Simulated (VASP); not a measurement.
# Ir (Fm-3m) in VASP: settings compared

Aim: see how the results for Ir move with the level of theory and the settings. Levels: RPBE, revPBE, BLYP, r2SCAN. Tasks: relaxation of cell and atoms, single point.

Program: VASP 6.6.1. These are calculated values, not measurements. Logs are shortened: lines on timing, memory, paths and dates and some standing lists are left out, and cuts for length are marked.

## 1. The cell of the first run

It takes space group Fm-3m (No. 225, cubic). Conventional cell: a = 3.831 Å, b = 3.831 Å, c = 3.831 Å, α = 90.00°, β = 90.00°, γ = 90.00°. Ir (site symmetry m-3m) has 12 Ir at 2.71 Å within 3.6 Å.

## 2. Relaxation of cell and atoms, RPBE

The input, INCAR:

```
SYSTEM = Ir
  ALGO = Normal
  EDIFF = 1E-7
  EDIFFG = -0.01
  ENCUT = 600
  GGA = RP
  IBRION = 2
  ISIF = 3
  ISMEAR = -1
  LASPH = .TRUE.
  LCHARG = .FALSE.
  LREAL = .FALSE.
  LWAVE = .FALSE.
  NELM = 80
  NSW = 80
  PREC = Accurate
  SIGMA = 0.05
```

The input, KPOINTS:

```
k-points
0
G
  12 12 12
  0 0 0
```

The input, POSCAR:

```
Ir
1.0
    0.0000000000      1.9156000000      1.9156000000
    1.9156000000      0.0000000000      1.9156000000
    1.9156000000      1.9156000000      0.0000000000
Ir
1
Direct
    0.0000000000      0.0000000000      0.0000000000
```

Potentials or basis: VASP PAW PBE potentials, release 64 (Ir).

Started as:

```sh
$ cat potpaw_PBE.64/Ir/POTCAR > POTCAR
$ mpirun -np 1 vasp_std > vasp.out
```

OUTCAR:

```text
SYSTEM = Ir
   EDIFF = 1E-7
   EDIFFG = -0.01
   ENCUT = 600
   GGA = RP
   IBRION = 2
   ISIF = 3
   ISMEAR = -1
   LASPH = .TRUE.
   LREAL = .FALSE.
   NELM = 80
   NSW = 80
   PREC = Accurate

 ion  position               nearest neighbor table
   1  0.000  0.000  0.000-

  LATTYP: Found a face centered cubic cell.
 ALAT       =     3.8312000000

  Lattice vectors:

 A1 = (   0.0000000000,   1.9156000000,   1.9156000000)
 A2 = (   1.9156000000,   0.0000000000,   1.9156000000)
 A3 = (   1.9156000000,   1.9156000000,   0.0000000000)

Analysis of symmetry for initial positions (statically):
[... 5 lines left out ...]
 face centered cubic supercell.

 Subroutine GETGRP returns: Found 48 space group operations
 (whereof 48 operations were pure point group operations)
 out of a pool of 48 trial point group operations.

The static configuration has the point symmetry O_h .

Analysis of symmetry for dynamics (positions and initial velocities):
[... 5 lines left out ...]
 face centered cubic supercell.

 Subroutine GETGRP returns: Found 48 space group operations
 (whereof 48 operations were pure point group operations)
 out of a pool of 48 trial point group operations.

The dynamic configuration has the point symmetry O_h .

 Subroutine INISYM returns: Found 48 space group operations
 (whereof 48 operations are pure point group operations),
 and found     1 'primitive' translations

----------------------------------------------------------------------------------------

                                     Primitive cell

  volume of cell :      14.0587

  direct lattice vectors                    reciprocal lattice vectors
     0.000000000  1.915600000  1.915600000    -0.261014826  0.261014826  0.261014826
     1.915600000  0.000000000  1.915600000     0.261014826 -0.261014826  0.261014826
     1.915600000  1.915600000  0.000000000     0.261014826  0.261014826 -0.261014826

  length of vectors
     2.709067500  2.709067500  2.709067500     0.452090940  0.452090940  0.452090940

  position of ions in fractional coordinates (direct lattice)
     0.000000000  0.000000000  0.000000000

  ion indices of the primitive-cell ions
   primitive index   ion index
                 1           1

----------------------------------------------------------------------------------------

 KPOINTS: k-points

Automatic generation of k-mesh.
 Grid dimensions read from file:
 generate k-points for:   12   12   12

 Generating k-lattice:

  Cartesian coordinates                     Fractional coordinates (reciprocal lattice)
    -0.021751235  0.021751235  0.021751235     0.083333333  0.000000000  0.000000000
     0.021751235 -0.021751235  0.021751235     0.000000000  0.083333333  0.000000000
     0.021751235  0.021751235 -0.021751235     0.000000000  0.000000000  0.083333333

  Length of vectors
     0.037674245  0.037674245  0.037674245

  Shift w.r.t. Gamma in fractional coordinates (k-lattice)
     0.000000000  0.000000000  0.000000000

 Subroutine IBZKPT returns following result:
 ===========================================

 Found     72 irreducible k-points:

 Following reciprocal coordinates:
            Coordinates               Weight
  0.000000  0.000000  0.000000      1.000000
  0.083333  0.000000  0.000000      8.000000
  0.166667  0.000000  0.000000      8.000000
  0.250000  0.000000  0.000000      8.000000
  0.333333  0.000000  0.000000      8.000000
  0.416667  0.000000  0.000000      8.000000
[... 16 lines left out ...]
  0.500000  0.166667  0.000000     24.000000
 -0.416667  0.166667  0.000000     24.000000
 [... further k-points ...]
   k-points           NKPTS =     72   k-points in BZ     NKDIM =     72   number of bands    NBANDS=      8
   number of dos      NEDOS =    301   number of ions     NIONS =      1
   total plane-waves  NPLWV =  13824
   dimension x,y,z NGX =    24 NGY =   24 NGZ =   24
   dimension x,y,z NGXF=    48 NGYF=   48 NGZF=   48
   ions per type =               1
   NGX,Y,Z   is equivalent  to a cutoff of  14.73, 14.73, 14.73 a.u.
   NGXF,Y,Z  is equivalent  to a cutoff of  29.46, 29.46, 29.46 a.u.
 SYSTEM =  Ir
   PREC   = accura    normal or accurate (medium, high low for compatibility)
   ISTART =      0    job   : 0-new  1-cont  2-samecut
   ICHARG =      2    charge: 1-file 2-atom 10-const
   ISPIN  =      1    spin polarized calculation?
   LNONCOLLINEAR =      F non collinear calculations
   LSORBIT =      F    spin-orbit coupling
   LASPH  =      T    aspherical Exc in radial PAW
   ENCUT  =  600.0 eV  44.10 Ry    6.64 a.u.   5.41  5.41  5.41*2*pi/ulx,y,z
   NELM   =     80;   NELMIN=  2; NELMDL= -5     # of ELM steps
   EDIFF  = 0.1E-06   stopping-criterion for ELM
   LREAL  =      F    real-space projection
   EDIFFG = -.1E-01   stopping-criterion for IOM
   NSW    =     80    number of steps for IOM
   IBRION =      2    ionic relax: 0-MD 1-quasi-New 2-CG
   NFREE  =      1    steps in history (QN), initial steepest desc. (CG)
   ISIF   =      3    stress and relaxation
   ISYM   =      2    0-nonsym 1-usesym 2-fastsym
   POTIM  = 0.5000    time-step for ionic-motion
   TEBEG  =    0.0;   TEEND  =   0.0 temperature during run
   PSTRESS=    0.0 pullay stress
   NELECT =       9.0000    total number of electrons
   NUPDOWN=      -1.0000    fix difference up-down
   EMIN   =  10.00;   EMAX   =-10.00  energy-range for DOS
[... 5 lines left out ...]
     AMIX     =   0.40;   BMIX     =  1.00
     AMIX_MAG =   1.60;   BMIX_MAG =  1.00
  volume/ion in A,a.u.               =      14.06        94.87
  Fermi-wavevector in a.u.,A,eV,Ry     =   1.410937  2.666284 27.085691  1.990742
  Thomas-Fermi vector in A             =   2.532839
   LORBIT       =      0    0 simple, 1 ext, 2 COOP (PROOUT), +10 PAW based schemes
   GGA     = RP    functional components
   LHFCALC =     F    Hartree Fock is set to
   AEXX    =    0.0000 exact exchange contribution
   IVDW    =     0    specifies the selected vdW correction
   LEPSILON=     F    determine dielectric tensor
   LRPA    =     F    only Hartree local field effects (RPA)
 conjugate gradient relaxation of ions
 non-spin polarized calculation
  energy-cutoff  :      600.00
  volume of cell :       14.06
 maximum number of plane-waves:       495
 NGX is ok and might be reduce to    24
   NGX = 11   NGY = 11   NGZ = 11

--------------------------------------- Ionic step        1  -------------------------------------------

 number of electron       9.0000000 magnetization

 Free energy of the ion-electron system (eV)
  ---------------------------------------------------
  ext. energy  EPLUGINS =         0.00000000
  ---------------------------------------------------
  free energy    TOTEN  =        -8.18033747 eV

  energy without entropy =       -8.17562170  energy(sigma->0) =       -8.17797958

 E-fermi :  10.6191     XC(G=0): -13.9886

 val. band max:       10.6034286131   @ k =  -0.3333   0.3333   0.0000
 cond. band min:      10.6192209426   @ k =  -0.2500   0.0833   0.0000
 fundamental gap:      0.0157923294
 Fermi energy:        10.6190800827

 k-point     1 :       0.0000    0.0000    0.0000
  band No.  band energies     occupation
      1      -0.5753      2.00000
      2       6.6713      2.00000
      3       6.6713      2.00000
      4       6.6713      2.00000
      5       9.3739      2.00000
      6       9.3739      2.00000
      7      24.8749      0.00000
      8      30.5137      0.00000

 k-point     2 :       0.0833    0.0000    0.0000
  band No.  band energies     occupation
      1      -0.2671      2.00000
      2       6.5106      2.00000
      3       6.8022      2.00000
      4       6.8022      2.00000
      5       9.2924      2.00000
      6       9.2924      2.00000
      7      25.4031      0.00000
      8      29.0660      0.00000

 k-point     3 :       0.1667    0.0000    0.0000
  band No.  band energies     occupation
      1       0.5782      2.00000
      2       6.1877      2.00000
      3       7.0674      2.00000
      4       7.0674      2.00000
      5       9.2154      2.00000
      6       9.2154      2.00000
      7      26.4812      0.00000
      8      26.9387      0.00000
[... 314 lines left out ...]
 VOLUME and BASIS-vectors are now :
 -----------------------------------------------------------------------------
  energy-cutoff  :      600.00
  volume of cell :       14.72
      direct lattice vectors                 reciprocal lattice vectors
     0.000000000  1.945215375  1.945215375    -0.257040946  0.257040946  0.257040946
     1.945215375  0.000000000  1.945215375     0.257040946 -0.257040946  0.257040946
     1.945215375  1.945215375 -0.000000000     0.257040946  0.257040946 -0.257040946

 POSITION                                       TOTAL-FORCE (eV/Angst)
 -----------------------------------------------------------------------------------
      0.00000      0.00000      0.00000         0.000000      0.000000      0.000000
 -----------------------------------------------------------------------------------
    total drift:                               -0.000000      0.000000      0.000000

  FREE ENERGIE OF THE ION-ELECTRON SYSTEM (eV)
  ---------------------------------------------------
  free  energy   TOTEN  =        -8.2096819319 eV

  energy  without entropy=       -8.2045521599  energy(sigma->0) =       -8.20711705

--------------------------------------- Ionic step        4  -------------------------------------------

 number of electron       9.0000000 magnetization

 Free energy of the ion-electron system (eV)
  ---------------------------------------------------
  ext. energy  EPLUGINS =         0.00000000
  ---------------------------------------------------
  free energy    TOTEN  =        -8.20982648 eV

  energy without entropy =       -8.20472314  energy(sigma->0) =       -8.20727481

 E-fermi :   9.8676     XC(G=0): -13.7287

 val. band max:        9.8587069020   @ k =  -0.3333   0.3333   0.0000
 cond. band min:       9.8704745334   @ k =  -0.2500   0.0833   0.0000
 fundamental gap:      0.0117676314
 Fermi energy:         9.8676306166

 k-point     1 :       0.0000    0.0000    0.0000
  band No.  band energies     occupation
      1      -0.8508      2.00000
      2       6.1834      2.00000
      3       6.1834      2.00000
      4       6.1834      2.00000
      5       8.7041      2.00000
      6       8.7041      2.00000
      7      24.2183      0.00000
      8      29.6013      0.00000

 k-point     2 :       0.0833    0.0000    0.0000
  band No.  band energies     occupation
      1      -0.5562      2.00000
      2       6.0345      2.00000
      3       6.3064      2.00000
      4       6.3064      2.00000
      5       8.6302      2.00000
      6       8.6302      2.00000
      7      24.7107      0.00000
      8      28.1761      0.00000

 k-point     3 :       0.1667    0.0000    0.0000
  band No.  band energies     occupation
      1       0.2558      2.00000
      2       5.7325      2.00000
      3       6.5560      2.00000
      4       6.5560      2.00000
      5       8.5630      2.00000
      6       8.5630      2.00000
      7      25.7331      0.00000
      8      25.9988      0.00000
[... 244 lines left out ...]
 VOLUME and BASIS-vectors are now :
 -----------------------------------------------------------------------------
  energy-cutoff  :      600.00
  volume of cell :       14.68
      direct lattice vectors                 reciprocal lattice vectors
     0.000000000  1.943396559  1.943396559    -0.257281509  0.257281509  0.257281509
     1.943396559  0.000000000  1.943396559     0.257281509 -0.257281509  0.257281509
     1.943396559  1.943396559 -0.000000000     0.257281509  0.257281509 -0.257281509

 POSITION                                       TOTAL-FORCE (eV/Angst)
 -----------------------------------------------------------------------------------
      0.00000      0.00000      0.00000        -0.000000     -0.000000     -0.000000
 -----------------------------------------------------------------------------------
    total drift:                               -0.000000      0.000000      0.000000

  FREE ENERGIE OF THE ION-ELECTRON SYSTEM (eV)
  ---------------------------------------------------
  free  energy   TOTEN  =        -8.2098264820 eV

  energy  without entropy=       -8.2047231380  energy(sigma->0) =       -8.20727481

 reached required accuracy - stopping structural energy minimisation
```

Run time: 14 s. Hardware: 1 thread of Intel Xeon 6975P-C (Granite Rapids), shared host; peak memory 0.16 GiB.

Results:

```yaml
Free_energy: -8.2098 eV
Relaxed_volume: 14.68 Å³/atom
Relaxed_cell: a = 2.748 Å, b = 2.748 Å, c = 2.748 Å, α = 60.00°, β = 60.00°, γ = 60.00°
Space_group_after_relaxing_to_0.05_Å: Fm-3m (No. 225)
Energy_gained_by_relaxing: 29.5 meV/atom
Ionic_steps: 4
Pressure_after_relaxing: -0.1 GPa
```

The path:
```
step  energy change (eV)  largest force (eV/Å)  pressure (GPa)  volume (Å³)
   1              0.0000                0.0000           16.04        14.06
   2              0.2785                0.0000          -34.26        17.12
   3             -0.0293                0.0000           -1.00        14.72
   4             -0.0295                0.0000           -0.08        14.68
```

Final structure:
```
Ir
1.0
     0.00000    1.94340    1.94340
     1.94340    0.00000    1.94340
     1.94340    1.94340    0.00000
Ir
1
Direct
  0.00000 0.00000 0.00000
```

Caveat: the PAW data sets were made with another functional, which shifts forces and pressure a little; spin-orbit coupling is left out, which moves the levels of the heavy elements. Zero-point motion and thermal expansion aren't in these numbers.

## 3. Relaxation of cell and atoms, revPBE

The input, INCAR:

```
PREC = Accurate
ENCUT = 600
EDIFF = 1E-6
ISMEAR = -1
SIGMA = 0.05
LREAL = F
LASPH = T
NELM = 60
ALGO = Normal
ISIF = 3
LWAVE = F
LCHARG = F
GGA = RE
IBRION = 2
NSW = 80
EDIFFG = -0.01
```

The input, KPOINTS:

```
regular mesh
0
Gamma
  12 12 12
```

POSCAR is that of step 2.

Potentials or basis: VASP PAW PBE potentials, release 64 (Ir).

Started as:

```sh
$ cat potpaw_PBE.64/Ir/POTCAR > POTCAR
$ mpirun -np 1 vasp_std > vasp.out
```

OUTCAR:

```text
PREC = Accurate
   ENCUT = 600
   EDIFF = 1E-6
   ISMEAR = -1
   LREAL = F
   LASPH = T
   NELM = 60
   ISIF = 3
   GGA = RE
   IBRION = 2
   NSW = 80
   EDIFFG = -0.01

 ion  position               nearest neighbor table
   1  0.000  0.000  0.000-

  LATTYP: Found a face centered cubic cell.
 ALAT       =     3.8312000000

  Lattice vectors:

 A1 = (   0.0000000000,   1.9156000000,   1.9156000000)
 A2 = (   1.9156000000,   0.0000000000,   1.9156000000)
 A3 = (   1.9156000000,   1.9156000000,   0.0000000000)

Analysis of symmetry for initial positions (statically):
[... 5 lines left out ...]
 face centered cubic supercell.

 Subroutine GETGRP returns: Found 48 space group operations
 (whereof 48 operations were pure point group operations)
 out of a pool of 48 trial point group operations.

The static configuration has the point symmetry O_h .

Analysis of symmetry for dynamics (positions and initial velocities):
[... 5 lines left out ...]
 face centered cubic supercell.

 Subroutine GETGRP returns: Found 48 space group operations
 (whereof 48 operations were pure point group operations)
 out of a pool of 48 trial point group operations.

The dynamic configuration has the point symmetry O_h .

 Subroutine INISYM returns: Found 48 space group operations
 (whereof 48 operations are pure point group operations),
 and found     1 'primitive' translations

----------------------------------------------------------------------------------------

[... 127 lines left out ...]
   NGX = 11   NGY = 11   NGZ = 11

--------------------------------------- Ionic step        1  -------------------------------------------

 number of electron       9.0000000 magnetization

 Free energy of the ion-electron system (eV)
  ---------------------------------------------------
  ext. energy  EPLUGINS =         0.00000000
  ---------------------------------------------------
  free energy    TOTEN  =        -8.31357470 eV

  energy without entropy =       -8.30885783  energy(sigma->0) =       -8.31121626

 E-fermi :  10.5988     XC(G=0): -13.9994

 val. band max:       10.5822372663   @ k =  -0.3333   0.3333   0.0000
 cond. band min:      10.5988791228   @ k =  -0.2500   0.0833   0.0000
 fundamental gap:      0.0166418565
 Fermi energy:        10.5987529391

 k-point     1 :       0.0000    0.0000    0.0000
  band No.  band energies     occupation
      1      -0.6027      2.00000
      2       6.6484      2.00000
      3       6.6484      2.00000
      4       6.6484      2.00000
      5       9.3540      2.00000
      6       9.3540      2.00000
      7      24.8624      0.00000
      8      30.4958      0.00000
[... 357 lines left out ...]
--------------------------------------- Ionic step        4  -------------------------------------------

 number of electron       9.0000000 magnetization

 Free energy of the ion-electron system (eV)
  ---------------------------------------------------
  ext. energy  EPLUGINS =         0.00000000
  ---------------------------------------------------
  free energy    TOTEN  =        -8.33877919 eV

  energy without entropy =       -8.33370703  energy(sigma->0) =       -8.33624311

 E-fermi :   9.9045     XC(G=0): -13.7606

 val. band max:        9.8941112845   @ k =  -0.3333   0.3333   0.0000
 cond. band min:       9.9070202499   @ k =  -0.2500   0.0833   0.0000
 fundamental gap:      0.0129089654
 Fermi energy:         9.9044614479

 k-point     1 :       0.0000    0.0000    0.0000
  band No.  band energies     occupation
      1      -0.8580      2.00000
      2       6.1976      2.00000
      3       6.1976      2.00000
      4       6.1976      2.00000
      5       8.7352      2.00000
      6       8.7352      2.00000
      7      24.2559      0.00000
      8      29.6529      0.00000
[... 281 lines left out ...]
  FREE ENERGIE OF THE ION-ELECTRON SYSTEM (eV)
  ---------------------------------------------------
  free  energy   TOTEN  =        -8.3387791920 eV

  energy  without entropy=       -8.3337070323  energy(sigma->0) =       -8.33624311

 reached required accuracy - stopping structural energy minimisation
```

CONTCAR:

```text
Ir
   1.00000000000000
    -0.0000000000000000    1.9412126055567753    1.9412126055567753
     1.9412126055567753    0.0000000000000000    1.9412126055567753
     1.9412126055567753    1.9412126055567753    0.0000000000000000
  Ir
     1
Direct
     0.0000000000000000    0.0000000000000000    0.0000000000000000

  0.00000000E+00  0.00000000E+00  0.00000000E+00
```

It took 12 s on 1 thread of Intel Xeon 6975P-C (Granite Rapids), shared host; peak memory 0.15 GiB.

What came out:

- Free energy: -8.3388 eV
- Relaxed volume: 14.63 Å³/atom
- Relaxed cell: a = 2.745 Å, b = 2.745 Å, c = 2.745 Å, α = 60.00°, β = 60.00°, γ = 60.00°
- Space group after relaxing (to 0.05 Å): Fm-3m (No. 225)
- Energy gained by relaxing: 25.2 meV/atom
- Ionic steps: 4
- Pressure after relaxing: -0.1 GPa

The path:
```csv
step,energy change (eV),largest force (eV/Å),pressure (GPa),volume (Å³)
1,0.0000,0.0000,14.85,14.06
2,0.2475,0.0000,-33.31,16.88
3,-0.0251,0.0000,-0.86,14.67
4,-0.0252,0.0000,-0.08,14.63
```

Final structure:
```cif
data_structure
_symmetry_space_group_name_H-M 'P 1'
_symmetry_Int_Tables_number 1
_cell_length_a 2.7453
_cell_length_b 2.7453
_cell_length_c 2.7453
_cell_angle_alpha 60.000
_cell_angle_beta 60.000
_cell_angle_gamma 60.000
_cell_volume 14.63
loop_
_atom_site_label
_atom_site_type_symbol
_atom_site_fract_x
_atom_site_fract_y
_atom_site_fract_z
_atom_site_occupancy
Ir1 Ir 0.00000 0.00000 0.00000 1
```

Caveat: the PAW data sets were made with another functional, which shifts forces and pressure a little; spin-orbit coupling is left out, which moves the levels of the heavy elements.

(Part 1 of 2 ends here.)
